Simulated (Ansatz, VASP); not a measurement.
Two plane-wave programs on AlN

```
Al N
1.0
     0.03341    2.21576    2.21576
     2.21576    0.03341    2.21576
     2.21576    2.21576    0.03341
Al N
1 1
Direct
  0.00097 0.00097 0.00097
  0.24903 0.24903 0.24903
```

Change from the starting cell: strained cell.

Alike in both runs: functional PBEsol; k mesh 9 × 9 × 9; occupations gaussian, width 0.02 eV; no spin polarisation.

Ansatz relaxed the structure, and its values are those at the end. VASP's run is a single point on that final structure, the one shown.

|  | VASP | Ansatz |
| --- | --- | --- |
| version | VASP 6.6.1 | Ansatz 0.2.0 |
| potentials or method | VASP PAW PBE potentials, release 64 (Al, N), cutoff 600 eV | scalar-relativistic, plane waves, PAW |
| valence electrons in the cell | 8 | 8 |

VASP gave:

| Property | Result |
| --- | --- |
| gap on the k mesh at the Fermi level (eV) | 3.28 |
| least direct gap on the mesh (eV) | 3.87 |
| pressure (GPa) | -2.9 |

Problem. Estimate Ansatz's values.

Solution. gap on the k mesh at the Fermi level (eV): 3.29; least direct gap on the mesh (eV): 3.86; pressure (GPa): -2.7.

VASP's potentials were made for PBE, not for PBEsol, and Ansatz warns of the same on its side. With one functional, cell and mesh, what is left measures potentials, basis and numerics. Ansatz's warnings: stress scf threshold loose.
